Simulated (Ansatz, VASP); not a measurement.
**Be: VASP beside Ansatz**

INCAR

```
SYSTEM = Be
PREC = Accurate ; ENCUT = 600
EDIFF = 1E-7 ; ISMEAR = 0
SIGMA = 0.1 ; LREAL = .False.
LASPH = .True. ; NELM = 80
ALGO = Normal ; ISIF = 3
LWAVE = .False. ; LCHARG = .False.
GGA = PE ; IBRION = 2
NSW = 100 ; EDIFFG = -0.01
```

KPOINTS

```
Automatic mesh
0
Gamma
  27 27 16
  0 0 0
```

The input POSCAR:

```
Be
1.0
    2.2619748670      0.0000000000      0.0000000000
   -1.1309874335      1.9589276976      0.0000000000
    0.0000000000      0.0000000000      3.5680556417
Be
2
Direct
    0.3333333333      0.6666666667      0.2500000000
    0.6666666667      0.3333333333      0.7500000000
```

Input for Ansatz:

```yaml
crystal:
  lattice:
    - [2.261974867, 0.0, 0.0]
    - [-1.1309874335, 1.9589276976, 0.0]
    - [0.0, 0.0, 3.5680556417]
  atoms:
    - { symbol: Be, position: [0.3333333333, 0.6666666667, 0.25] }
    - { symbol: Be, position: [0.6666666667, 0.3333333333, 0.75] }
basis:
  ecutwfc: 420
kpoints:
  mp_grid: { grid: [27, 27, 16] }
hamiltonian:
  xc: pbe
scf:
  occupations: { method: gaussian, width: 0.1 }
output:
  forces: true
  stress: true
  eigenvalues: true
relax:
  adjacent_minimum: "off"
  f_tol: 0.01
  max_steps: 80
  cell: { stress_tol: 0.05 }
```

Change from the starting cell: the structure that the rattled trigonal selenium type (P3_121, No. 152) fell into.

Alike in both runs: task relaxation of cell and atoms; functional PBE; k mesh 27 × 27 × 16; occupations gaussian, width 0.1 eV; no spin polarisation.

```csv
,VASP,Ansatz
version,VASP 6.6.1,Ansatz 0.2.0
potentials or method,"VASP PAW PBE potentials, release 64 (Be), cutoff 600 eV","scalar-relativistic, plane waves, PAW"
valence electrons in the cell,4,4
```

|  | VASP | Ansatz | Ansatz less VASP |
| --- | --- | --- | --- |
| gap on the k mesh at the Fermi level, each at its own relaxed structure (eV) | none | none | - |
| relaxed volume (Å³/atom) | 7.92 | 7.91 | -0.007 |
| relaxed cell length with the largest relative difference (Å) | 3.563 | 3.561 | -0.0024 |

A gap of «none» marks a metal or a gap that the smearing closes.
